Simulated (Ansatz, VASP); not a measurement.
## One calculation of Cr, two programs

The input INCAR:

```
  PREC = Accurate
  ENCUT = 520
  EDIFF = 1E-7
  ISMEAR = 0
  SIGMA = 0.05
  LREAL = False
  LASPH = True
  NELM = 150
  ALGO = Fast
  ISIF = 2
  LWAVE = False
  LCHARG = True
  ISPIN = 2
  MAGMOM = 2 -2
  LORBIT = 11
  LMAXMIX = 4
  GGA = PE
  LELF = True
  LVHAR = True
  NBANDS = 23
```

The input KPOINTS:

```
regular mesh
0
Gamma
  12 12 12
```

POSCAR

```
Cr
1.0
    2.8482214432      0.0000000000      0.0000000000
    0.0000000000      2.8482214432      0.0000000000
    0.0000000000      0.0000000000      2.8482214432
Cr
2
Direct
    0.0000000000      0.0000000000      0.0000000000
    0.5000000000      0.5000000000      0.5000000000
```

Input for Ansatz:

```yaml
crystal:
  lattice:
    - [2.8482214432, 0.0, 0.0]
    - [0.0, 2.8482214432, 0.0]
    - [0.0, 0.0, 2.8482214432]
  atoms:
    - { symbol: Cr, position: [0.0, 0.0, 0.0], spin: 2.0 }
    - { symbol: Cr, position: [0.5, 0.5, 0.5], spin: -2.0 }
basis:
  ecutwfc: 420
  ecutrho_ratio: 4
kpoints:
  mp_grid: { grid: [12, 12, 12] }
hamiltonian:
  xc: pbe
scf:
  occupations: { method: gaussian, width: 0.05 }
  lower_state_search: "off"
output:
  forces: true
  stress: true
  eigenvalues: true
  populations: true
magnetization:
  spin_polarized: true
```

Alike in both runs: task single point; functional PBE; k mesh 12 × 12 × 12; occupations gaussian, width 0.05 eV; collinear spin.

|  | VASP | Ansatz |
| --- | --- | --- |
| version | VASP 6.6.1 | Ansatz 0.2.0 |
| potentials or method | VASP PAW PBE potentials, release 64 (Cr_pv), cutoff 520 eV | scalar-relativistic, plane waves, PAW |
| valence electrons in the cell | 24 | 28 |

Ansatz gave:

- gap on the k mesh at the Fermi level (eV): none
- pressure (GPa): 3.7
- net moment per atom (μB): 0.00
- size of the moment on the site where the two differ most (μB): 0.90

**Question.** What did VASP give for the same quantities?

**Answer.** gap on the k mesh at the Fermi level (eV): none; pressure (GPa): 3.5; net moment per atom (μB): 0.00; size of the moment on the site where the two differ most (μB): 0.99.

Site moments also hang on the region over which each program counts them. A gap of «none» marks a metal or a gap that the smearing closes. The functional is the same, so the differences come from potentials, cutoffs and numerics. VASP's potentials hold 24 valence electrons a cell and Ansatz's 28, so a difference there can come from the potentials and not from the codes.
